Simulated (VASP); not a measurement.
# Sr2Si4Bi (P4/mmm) in VASP: notebook, part 2 of 2

VASP 6.6.1. The steps go on from the part before.

### Step 3. Single point, PBE

This run uses another cell than the first one, of 23.28 Å³/atom.

Input file INCAR:

```
SYSTEM = Sr2Si4Bi
ALGO     = Fast           ! electronic algorithm
EDIFF    = 1E-6           ! SCF threshold, eV
ENCUT    = 520            ! plane-wave cutoff, eV
GGA      = PE             ! functional
ISIF     = 2              ! what is computed and relaxed
ISMEAR   = 0              ! smearing method
LASPH    = .True.         ! aspherical terms in the spheres
LCHARG   = .False.        ! write CHGCAR
LREAL    = .False.        ! projectors in reciprocal space
LWAVE    = .False.        ! write WAVECAR
NBANDS   = 34             ! bands
NELM     = 60             ! most SCF steps
PREC     = Accurate       ! precision mode
SIGMA    = 0.1            ! smearing width, eV
```

Input file KPOINTS:

```
k-points
0
Gamma
  4 4 4
  0 0 0
```

Input file POSCAR:

```
Sr2Si4Bi
1.0
    6.0275318200      0.0000000000      0.0000000000
    0.0000000000      6.0275318200      0.0000000000
    0.0000000000      0.0000000000      4.4857285600
Sr Si Bi
2 4 1
Direct
    0.0000000000      0.0000000000      0.0000000000
    0.5000000000      0.5000000000      0.0000000000
    0.0000000000      0.5000000000      0.2547778500
    0.5000000000      0.0000000000      0.2547778500
    0.0000000000      0.5000000000      0.7452221500
    0.5000000000      0.0000000000      0.7452221500
    0.0000000000      0.0000000000      0.5000000000
```

Potentials or basis: VASP PAW PBE potentials, release 64 (Sr_sv, Si, Bi_d).

Command:

```
cat potpaw_PBE.64/Sr_sv/POTCAR potpaw_PBE.64/Si/POTCAR potpaw_PBE.64/Bi_d/POTCAR > POTCAR
mpirun -np 1 vasp_std > vasp.out
```

OUTCAR:

```text
SYSTEM = Sr2Si4Bi
   EDIFF = 1E-6
   ENCUT = 520
   GGA = PE
   ISIF = 2
   ISMEAR = 0
   LASPH = .True.
   LREAL = .False.
   NELM = 60
   PREC = Accurate

 ion  position               nearest neighbor table
   1  0.000  0.000  0.000-   7 2.24   7 2.24   5 3.22   6 3.22   3 3.22   4 3.22   3 3.22   5 3.22
                             4 3.22   6 3.22   2 4.26   2 4.26   2 4.26   2 4.26
   2  0.500  0.500  0.000-   3 3.22   4 3.22   5 3.22   6 3.22   4 3.22   6 3.22   3 3.22   5 3.22
                             1 4.26   1 4.26   1 4.26   1 4.26
   3  0.000  0.500  0.255-   5 2.20   5 2.29   7 3.21   7 3.21   1 3.22   1 3.22   2 3.22   2 3.22

   4  0.500  0.000  0.255-   6 2.20   6 2.29   7 3.21   7 3.21   1 3.22   2 3.22   1 3.22   2 3.22

[... 891 lines left out ...]
  in kB       27.4070630     27.4070630    695.5288609      0.0000000      0.0000000     -0.0000000
  external PRESSURE =     250.1143290 kB  Pullay stress =       0.0000000 kB

 VOLUME and BASIS-vectors are now :
 -----------------------------------------------------------------------------
  energy-cutoff  :      520.00
  volume of cell :      162.97
      direct lattice vectors                 reciprocal lattice vectors
     6.027531820  0.000000000  0.000000000     0.165905387  0.000000000  0.000000000
     0.000000000  6.027531820  0.000000000     0.000000000  0.165905387  0.000000000
     0.000000000  0.000000000  4.485728560     0.000000000  0.000000000  0.222929227

 POSITION                                       TOTAL-FORCE (eV/Angst)
 -----------------------------------------------------------------------------------
      0.00000      0.00000      0.00000        -0.000000      0.000000      0.000000
      3.01377      3.01377      0.00000        -0.000000      0.000000      0.000000
      0.00000      3.01377      1.14286         0.000000      0.000000     -1.128536
      3.01377      0.00000      1.14286         0.000000     -0.000000     -1.128536
      0.00000      3.01377      3.34286        -0.000000     -0.000000      1.128536
      3.01377      0.00000      3.34286        -0.000000     -0.000000      1.128536
      0.00000      0.00000      2.24286        -0.000000      0.000000      0.000000
 -----------------------------------------------------------------------------------
    total drift:                               -0.000000      0.000000      0.000000

  FREE ENERGIE OF THE ION-ELECTRON SYSTEM (eV)
  ---------------------------------------------------
  free  energy   TOTEN  =       -18.6506130866 eV

  energy  without entropy=      -18.6402153406  energy(sigma->0) =      -18.64541421
```

OSZICAR:

```text
N       E                     dE             d eps       ncg     rms          rms(c)
DAV:   1     0.392297482110E+03    0.39230E+03   -0.23589E+04  1224   0.143E+03
DAV:   2     0.192798200281E+02   -0.37302E+03   -0.35851E+03  1330   0.347E+02
DAV:   3    -0.178009654489E+02   -0.37081E+02   -0.35949E+02  1834   0.108E+02
[... 19 lines left out ...]
RMM:  23    -0.186506082388E+02   -0.18017E-05   -0.19778E-05  1110   0.957E-03    0.133E-02
RMM:  24    -0.186506093969E+02   -0.11581E-05   -0.13884E-05  1063   0.853E-03    0.138E-02
RMM:  25    -0.186506114870E+02   -0.20901E-05   -0.22875E-05  1002   0.783E-03    0.140E-02
RMM:  26    -0.186506128654E+02   -0.13784E-05   -0.15652E-05   988   0.721E-03    0.146E-02
RMM:  27    -0.186506130866E+02   -0.22120E-06   -0.41041E-06   958   0.662E-03
   1 F= -.18650613E+02 E0= -.18645414E+02  d E =-.103977E-01
```

Wall time 7.2 min (1 thread of Oxide Virtual Turin-like, shared host); peak memory 0.3 GiB.

What came out:

| Item | Value |
| --- | --- |
| Free energy | -18.6506 eV |
| Pressure | 25.0 GPa |
| Largest force | 1.129 eV/Å |
| Band gap on the k mesh | zero (an odd number of electrons rules out a gap without spin polarisation) |

Forces in eV/Å, atoms in the order of the input:
```
Sr   0.000  0.000  0.000
Sr   0.000  0.000  0.000
Si   0.000  0.000 -1.129
Si   0.000  0.000 -1.129
Si   0.000  0.000  1.129
Si   0.000  0.000  1.129
Bi   0.000  0.000  0.000
```

Caveat: the stress differs along the axes, from 3 to 70 GPa; spin-orbit coupling is left out, which moves the levels of the heavy elements; an odd number of electrons without spin polarisation forces a metal; a magnetic or distorted state may lie lower.

### Step 4. Single point, PBE

This run uses another cell than the first one, of 27.68 Å³/atom.

Input file INCAR:

```
SYSTEM = Sr2Si4Bi
  PREC = Accurate
  ENCUT = 520
  EDIFF = 1E-7
  ISMEAR = 0
  SIGMA = 0.1
  LREAL = .FALSE.
  LASPH = .TRUE.
  NELM = 80
  ALGO = Fast
  ISIF = 2
  LWAVE = .FALSE.
  LCHARG = .TRUE.
  GGA = PE
  LELF = .TRUE.
  LVHAR = .TRUE.
  NBANDS = 34
```

Input file KPOINTS:

```
Automatic mesh
0
G
  8 8 6
  0 0 0
```

Input file POSCAR:

```
Sr2Si4Bi
1.0
    5.4796887951      0.0000000000      0.0000000000
    0.0000000000      5.4796887951      0.0000000000
    0.0000000000      0.0000000000      6.4519331348
Sr Si Bi
2 4 1
Direct
    0.0000000000      0.0000000000      0.0000000000
    0.5000000000      0.5000000000      0.0000000000
    0.0000000000      0.5000000000      0.3180526790
    0.5000000000      0.0000000000      0.3180526790
    0.0000000000      0.5000000000      0.6819473210
    0.5000000000      0.0000000000      0.6819473210
    0.0000000000      0.0000000000      0.5000000000
```

Command:

```
cat potpaw_PBE.64/Sr_sv/POTCAR potpaw_PBE.64/Si/POTCAR potpaw_PBE.64/Bi_d/POTCAR > POTCAR
mpirun -np 1 vasp_std > vasp.out
```

Run time: 30 min. Hardware: 1 thread of Oxide Virtual Turin-like, shared host; peak memory 0.5 GiB.

The run converged. Its results:

| Property | Result |
| --- | --- |
| Free energy | -27.4622 eV |
| Pressure | 0.0 GPa |
| Largest force | 0.010 eV/Å |
| Band gap on the k mesh | zero (an odd number of electrons rules out a gap without spin polarisation) |

Forces on the atoms (eV/Å):
```
Sr   0.000  0.000  0.000
Sr   0.000  0.000  0.000
Si   0.000  0.000  0.010
Si   0.000  0.000  0.010
Si   0.000  0.000 -0.010
Si   0.000  0.000 -0.010
Bi   0.000  0.000  0.000
```

Levels at points of the mesh, in eV from the Fermi level:
```csv
k point,band 21,band 22,band 23,band 24,band 25,band 26,band 27,band 28,band 29,band 30
"(0.00, 0.00, 0.00)",-3.46,-2.42,-1.10,-1.10,-0.15,-0.15,0.11,1.24,1.78,1.78
"(0.50, 0.00, 0.00)",-2.77,-1.62,-1.39,-1.28,-0.38,0.05,0.26,1.36,1.40,2.26
"(0.50, 0.50, 0.00)",-2.33,-2.33,-0.94,-0.32,0.02,0.79,1.11,1.11,1.23,2.65
"(0.00, 0.00, 0.50)",-1.77,-1.32,-0.56,-0.56,-0.37,-0.37,-0.29,1.00,1.38,1.83
"(0.50, 0.00, 0.50)",-1.51,-1.38,-1.32,-0.96,-0.13,0.02,0.31,0.74,1.07,1.34
"(0.50, 0.50, 0.50)",-1.85,-1.52,-1.52,0.35,0.65,0.82,0.91,0.91,1.31,1.44
```

Caveat: spin-orbit coupling is left out, which moves the levels of the heavy elements; an odd number of electrons without spin polarisation forces a metal; a magnetic or distorted state may lie lower.

### Step 5. Overview

| cell | k mesh | further INCAR settings | gap on the mesh (eV) | pressure (GPa) | largest force (eV/Å) |
| --- | --- | --- | --- | --- | --- |
| a = 5.423, b = 5.423, c = 6.500 Å, 7 atoms, atomic positions A | 4 × 4 × 4 | ALGO = Fast; EDIFF = 1e-06; NBANDS = 34 | none | 0.0 | 0.01 |
| a = 6.028, b = 6.028, c = 4.486 Å, 7 atoms, atomic positions B | 4 × 4 × 4 | ALGO = Fast; EDIFF = 1e-06; NBANDS = 34 | none | 25.0 | 1.13 |
| a = 5.480, b = 5.480, c = 6.452 Å, 7 atoms, atomic positions C | 8 × 8 × 6 | ALGO = Fast; EDIFF = 1e-07; NBANDS = 34 | none | 0.0 | 0.01 |

Alike in all rows: task single point; level PBE; potentials or basis VASP PAW PBE potentials, release 64 (Sr_sv, Si, Bi_d); no spin polarisation; cutoff (eV) 520; smearing gaussian 0.1 eV.

Caveats: spin-orbit coupling is left out, which moves the levels of the heavy elements; an odd number of electrons without spin polarisation forces a metal; a magnetic or distorted state may lie lower; the stress differs along the axes, from 3 to 70 GPa (at least some runs).

Absolute energies hang on the potentials; compare differences alone.
